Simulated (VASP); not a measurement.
A run of VASP 6.6.1 is set up as follows.

The input INCAR:

```
SYSTEM = Pt
PREC = Accurate ; ENCUT = 520
EDIFF = 1E-6 ; ISMEAR = 0
SIGMA = 0.1 ; LREAL = .False.
LASPH = .True. ; NELM = 60
ALGO = Fast ; ISIF = 2
LWAVE = .False. ; LCHARG = .False.
GGA = PS ; NBANDS = 17
```

The input KPOINTS:

```
regular mesh
0
Gamma
  24 24 24
  0 0 0
```

The input POSCAR:

```
Pt
1.0
   -2.4819717536      2.4819717536      1.3356710308
    2.4819717536     -2.4819717536      1.3356710308
    2.4819717536      2.4819717536     -1.3356710308
Pt
2
Direct
    0.0000000000      0.0000000000      0.0000000000
    0.7500000000      0.2500000000      0.5000000000
```

Potentials or basis: VASP PAW PBE potentials, release 64 (Pt).

Launch:

```bash
$ cat potpaw_PBE.64/Pt/POTCAR > POTCAR
$ mpirun -np 1 vasp_std > vasp.out
```

Predict the pressure.

-0.4 GPa.

Estimate the band gap on the k mesh.

zero (bands 10 and 11 overlap by 1.80 eV).

Caveat: the PAW data sets were made with another functional, which shifts forces and pressure a little; spin-orbit coupling is left out, which moves the levels of the heavy elements.
